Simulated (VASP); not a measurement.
A run of VASP 6.6.1 is set up as follows.

File INCAR:

```
  PREC = Accurate
  ENCUT = 520
  EDIFF = 1E-6
  ISMEAR = 0
  SIGMA = 0.01
  LREAL = False
  LASPH = True
  NELM = 60
  ALGO = Normal
  ISIF = 2
  LWAVE = False
  LCHARG = True
  GGA = PS
  LELF = True
  LVHAR = True
  NBANDS = 17
```

File KPOINTS:

```
regular mesh
0
Gamma
  8 8 8
```

The input POSCAR:

```
LiMgBN2
1.0
    5.1998520000      0.0000000000      0.0000000000
    2.3945522842      4.6156884839      0.0000000000
   -3.7972020584     -2.3078441910      2.7006615004
Li Mg B N
1 1 1 2
Direct
    0.2500000000      0.7500000000      0.5000000000
    0.7500000000      0.2500000000      0.5000000000
    0.5000000000      0.5000000000      0.0000000000
    0.6512630000      0.6512630000      0.0000000000
    0.3487370000      0.3487370000      0.0000000000
```

Potentials or basis: VASP PAW PBE potentials, release 64 (Li_sv, Mg, B, N).

Launch:

```console
$ cat potpaw_PBE.64/Li_sv/POTCAR potpaw_PBE.64/Mg/POTCAR potpaw_PBE.64/B/POTCAR potpaw_PBE.64/N/POTCAR > POTCAR
$ mpirun -np 1 vasp_std > vasp.out
```

Q: Predict the band gap on the k mesh.

A: 2.47 eV, indirect (least direct gap 3.38 eV).

Q: Predict the largest force.

A: 0.133 eV/Å.

Forces in eV/Å, atoms in the order of the input:
```
Li   0.000  0.000  0.000
Mg   0.000  0.000  0.000
B    0.000  0.000  0.000
N    0.114  0.069  0.000
N   -0.114 -0.069  0.000
```

Caveat: the PAW data sets were made with another functional, which shifts forces and pressure a little. A k mesh can miss the band edges.
